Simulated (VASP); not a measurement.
## MnS: electric field gradients with r2SCAN

Crystal: MnS.

```xyz
2
Lattice="0.0000 2.6122 2.6122 2.6122 0.0000 2.6122 2.6122 2.6122 0.0000" Properties=species:S:1:pos:R:3 pbc="T T T"
Mn    0.0000    0.0000    0.0000
S     2.6122    2.6122    2.6122
```

```
Program                : VASP 6.6.1
Task                   : electric field gradients
Functional             : r2SCAN
Potentials or basis    : VASP PAW PBE potentials, release 64 (Mn_pv, S)
Cutoff                 : 520 eV
k mesh                 : 14 × 14 × 14
Occupations            : fermi-dirac, width 0.03 eV
Spin                   : collinear spin, ferromagnetic start
Starting moments       : [4.0, 0.0] μB
Dipole correction      : no
Further INCAR settings : ALGO = Normal; EDIFF = 1e-08; NBANDS = 20
```

```
Pressure                                              : -0.1 GPa
Band gap on the k mesh                                : zero (filled and empty bands overlap)
Net moment                                            : 4.99 μB per cell
Site moments                                          : Mn +4.50; S +0.14 μB
Largest electric field gradient by atom               : under 0.05 V/Å² on every atom
Valence electrons inside the program's atomic spheres : Mn 11.27; S 3.79
```

Levels at points of the mesh, in eV from the Fermi level:
Spin up:
```tsv
k point	band 9	band 10	band 11	band 12	band 13	band 14	band 15	band 16
(0.00, 0.00, 0.00)	-3.98	-2.04	-2.04	-2.04	2.03	8.80	8.80	8.80
(0.50, 0.00, 0.00)	-3.60	-3.16	0.00	0.00	3.12	5.64	5.64	8.83
(0.50, 0.50, 0.00)	-3.67	-3.48	-3.48	-2.97	0.96	5.53	10.74	12.49
```
Spin down:
| k point | band 5 | band 6 | band 7 | band 8 | band 9 | band 10 |
| --- | --- | --- | --- | --- | --- | --- |
| (0.00, 0.00, 0.00) | -1.70 | -1.70 | -1.70 | 1.14 | 1.14 | 1.14 |
| (0.50, 0.00, 0.00) | -6.49 | -3.32 | -3.32 | 2.25 | 2.25 | 2.43 |
| (0.50, 0.50, 0.00) | -5.73 | -3.29 | -3.29 | -0.12 | 1.62 | 2.44 |

Wall time 6.6 min on 1 thread of Intel(R) Xeon(R) Platinum 8488C (Sapphire Rapids) (shared host), peak memory 0.26 GiB.

Caveat: the PAW data sets were made with another functional, which shifts forces and pressure a little; a cell with one magnetic atom can't hold antiferromagnetic order, which such compounds often take; semilocal functionals often make such compounds metallic where correlation or magnetic order opens a gap, which also shifts bond lengths. With open d or f shells a metallic result of r2SCAN can be an artefact of self-interaction; +U or a hybrid may open a gap.
